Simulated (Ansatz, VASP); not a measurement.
Two plane-wave programs on AgBr

POSCAR

```
AgBr
1.0
    2.9412737835      2.9412737835      0.0000000000
   -2.9412737835      2.9412737835      0.0000000000
    0.0000000000      2.9412737835      2.9412737835
Ag Br
1 1
Direct
    0.0000000000      0.0000000000      0.0000000000
    0.5000000000      0.5000000000      0.0000000000
```

Contents of INCAR.step1:

```
SYSTEM = AgBr
  PREC = Accurate
  ENCUT = 550
  ISMEAR = 0
  SIGMA = 0.01
  LREAL = .FALSE.
  LASPH = .TRUE.
  NELM = 120
  NBANDS = 16
  GGA = PE
  ALGO = Normal
  EDIFF = 1E-5
  LWAVE = .TRUE.
  LCHARG = .FALSE.
  GGA_COMPAT = .FALSE.
```

The input INCAR.step2:

```
SYSTEM = AgBr
  PREC = Accurate
  ENCUT = 550
  EDIFF = 1E-6
  ISMEAR = 0
  SIGMA = 0.01
  LREAL = .FALSE.
  LASPH = .TRUE.
  NELM = 120
  ALGO = Normal
  ISIF = 2
  LWAVE = .FALSE.
  LCHARG = .FALSE.
  METAGGA = R2SCAN
  LMIXTAU = .TRUE.
  NBANDS = 16
  ISTART = 1
  GGA_COMPAT = .FALSE.
```

File KPOINTS:

```
Automatic mesh
0
G
  8 8 8
  0 0 0
```

Input for Ansatz:

```yaml
crystal:
  lattice:
    - [2.94127378346, 2.94127378346, 0.0]
    - [-2.94127378346, 2.94127378346, 0.0]
    - [0.0, 2.94127378346, 2.94127378346]
  atoms:
    - { symbol: Ag, position: [0.0, 0.0, 0.0] }
    - { symbol: Br, position: [0.5, 0.5, 0.0] }
kpoints:
  mp_grid: { grid: [8, 8, 8] }
scf:
  occupations: { method: fixed }
  convergence: { dr2_threshold: 1.0e-10 }
hamiltonian:
  xc: r2scan
  pseudopotentials: { kind: paw }
output:
  forces: true
  stress: true
  eigenstates:
    kpoints:
      - [0.0, 0.0, 0.0]
      - [0.5, 0.0, 0.0]
      - [0.0, 0.5, 0.5]
      - [0.0, -0.5, 0.0]
      - [0.5, 0.0, 0.5]
      - [-0.5, -0.5, -0.5]
      - [-0.5, 0.5, 0.0]
      - [0.0, 0.0, -0.5]
  eigenvalues: true
```

Alike in both runs: task single point; functional r2SCAN; k mesh 8 × 8 × 8; no spin polarisation.

|  | VASP | Ansatz |
| --- | --- | --- |
| version | VASP 6.6.1 | Ansatz 0.2.0 |
| potentials or method | VASP PAW PBE potentials, release 64 (Ag, Br) | PAW with Ansatz's default frozen-core files, scalar-relativistic |
| plane-wave cutoff (eV) | 550 | 500 |
| occupations | gaussian, width 0.01 eV | fixed |
| valence electrons in the cell | 18 | 26 |

Ansatz gave:

- gap on the k mesh at the Fermi level (eV): 1.30
- pressure (GPa): -2.0

Q: Estimate VASP's values.

A: gap on the k mesh at the Fermi level (eV): 1.25; pressure (GPa): -2.1.

VASP's potentials were made for PBE, not for r2SCAN. VASP's potentials hold 18 valence electrons a cell and Ansatz's 26, so a difference there can come from the potentials and not from the codes.
